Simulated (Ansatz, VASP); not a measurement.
## Two plane-wave programs on GaN

File POSCAR:

```
GaN
1.0
    3.1831493621      0.0000000000      0.0000000000
   -1.5915746810      2.7566882117      0.0000000000
    0.0000000000      0.0000000000      5.1836251298
Ga N
2 2
Direct
    0.3333333333      0.6666666667     -0.0008868124
    0.6666666667      0.3333333333      0.4991131876
    0.3333333333      0.6666666667      0.3758868124
    0.6666666667      0.3333333333      0.8758868124
```

Contents of INCAR.step1:

```
PREC     = Accurate       # precision mode
ENCUT    = 910            # plane-wave cutoff, eV
ISMEAR   = 0              # smearing method
SIGMA    = 0.01           # smearing width, eV
LREAL    = False          # projectors in reciprocal space
LASPH    = True           # aspherical terms in the spheres
NELM     = 120            # most SCF steps
NBANDS   = 26             # bands
GGA      = PE             # functional
ALGO     = Normal         # electronic algorithm
EDIFF    = 1E-5           # SCF threshold, eV
LWAVE    = True           # write WAVECAR
LCHARG   = False          # write CHGCAR
GGA_COMPAT= False
```

File INCAR.step2:

```
PREC     = Accurate       # precision mode
ENCUT    = 910            # plane-wave cutoff, eV
EDIFF    = 1E-6           # SCF threshold, eV
ISMEAR   = 0              # smearing method
SIGMA    = 0.01           # smearing width, eV
LREAL    = False          # projectors in reciprocal space
LASPH    = True           # aspherical terms in the spheres
NELM     = 120            # most SCF steps
ALGO     = Normal         # electronic algorithm
ISIF     = 2              # what is computed and relaxed
LWAVE    = False          # write WAVECAR
LCHARG   = True           # write CHGCAR
METAGGA  = R2SCAN         # meta-GGA
LMIXTAU  = True         
LELF     = True           # ELF
LVHAR    = True         
NBANDS   = 26             # bands
ISTART   = 1            
GGA_COMPAT= False
```

The input KPOINTS:

```
Automatic mesh
0
Gamma
  12 12 6
```

Input for Ansatz:

```yaml
crystal:
  lattice:
    - [3.1831493621, 0.0, 0.0]
    - [-1.591574681, 2.7566882117, 0.0]
    - [0.0, 0.0, 5.1836251298]
  atoms:
    - { symbol: Ga, position: [0.3333333333, 0.6666666667, -0.0008868124] }
    - { symbol: Ga, position: [0.6666666667, 0.3333333333, 0.4991131876] }
    - { symbol: "N", position: [0.3333333333, 0.6666666667, 0.3758868124] }
    - { symbol: "N", position: [0.6666666667, 0.3333333333, 0.8758868124] }
kpoints:
  mp_grid: { grid: [12, 12, 6] }
  band_path:
    path:
      - [0.0, 0.0, 0.0]
      - [0.5, 0.0, 0.0]
      - [0.3333333333, 0.3333333333, 0.0]
      - [0.0, 0.0, 0.5]
      - [0.5, 0.0, 0.5]
      - [0.3333333333, 0.3333333333, 0.5]
    npoints: 1
hamiltonian:
  xc: r2scan
scf:
  occupations: { method: fixed }
  n_extra_bands: 5
output:
  forces: true
  stress: true
  eigenvalues: true
```

Alike in both runs: task single point; functional r2SCAN; k mesh 12 × 12 × 6; no spin polarisation.

|  | VASP | Ansatz |
| --- | --- | --- |
| version | VASP 6.6.1 | Ansatz 0.2.0 |
| potentials or method | VASP PAW PBE potentials, release 64 (Ga_d, N_h) | plane waves, PAW |
| plane-wave cutoff (eV) | 910 | 500 |
| occupations | gaussian, width 0.01 eV | fixed |
| valence electrons in the cell | 36 | 36 |

Ansatz gave:

* gap on the k mesh at the Fermi level (eV): 2.35

Question: Which values does VASP return?

Answer: gap on the k mesh at the Fermi level (eV): 2.34.

VASP's potentials were made for PBE, not for r2SCAN.

Noted on VASP's run: the cutoff is under 1.25 times that of the potentials, so the pressure is a little rough.
